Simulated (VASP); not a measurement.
Set up this calculation in VASP 6.6.1, as the native input.

```
Task                   : single point
Functional             : PBEsol
Potentials or basis    : VASP PAW PBE potentials, release 64 (Li_sv)
Cutoff                 : 520 eV
k mesh                 : 18 × 18 × 10
Occupations            : fermi-dirac, width 0.1 eV
Spin                   : no spin polarisation
Dipole correction      : no
Further INCAR settings : ALGO = Normal; EDIFF = 1e-07; NBANDS = 10
```

The structure of Li lies in POSCAR:

```
Li
1.0
    2.6817851676      0.0000000000      0.0000000000
   -1.3408925838      2.3224940826      0.0000000000
    0.0000000000      0.0000000000      4.4136850360
Li
2
Direct
    0.3333333333      0.6666666667      0.2500000000
    0.6666666667      0.3333333333      0.7500000000
```

This isn't the form of Li at room conditions, which is bcc.

These files were run (other wordings do the same):

INCAR

```
SYSTEM = Li
PREC     = Accurate       ! precision mode
ENCUT    = 520            ! plane-wave cutoff, eV
EDIFF    = 1E-7           ! SCF threshold, eV
ISMEAR   = -1             ! smearing method
SIGMA    = 0.1            ! smearing width, eV
LREAL    = .FALSE.        ! projectors in reciprocal space
LASPH    = .TRUE.         ! aspherical terms in the spheres
NELM     = 80             ! most SCF steps
ALGO     = Normal         ! electronic algorithm
ISIF     = 2              ! what is computed and relaxed
LWAVE    = .FALSE.        ! write WAVECAR
LCHARG   = .FALSE.        ! write CHGCAR
GGA      = PS             ! functional
NBANDS   = 10             ! bands
```

KPOINTS

```
regular mesh
0
G
  18 18 10
  0 0 0
```

Potentials or basis: VASP PAW PBE potentials, release 64 (Li_sv).

Run with:

```console
$ cat potpaw_PBE.64/Li_sv/POTCAR > POTCAR
$ mpirun -np 1 vasp_std > vasp.out
```

It gave:

* Band gap on the k mesh: zero (bands 3 and 4 overlap by 5.46 eV)

It took 65 s on 1 thread of Intel Xeon 8259CL (shared host), peak memory 0.16 GiB.
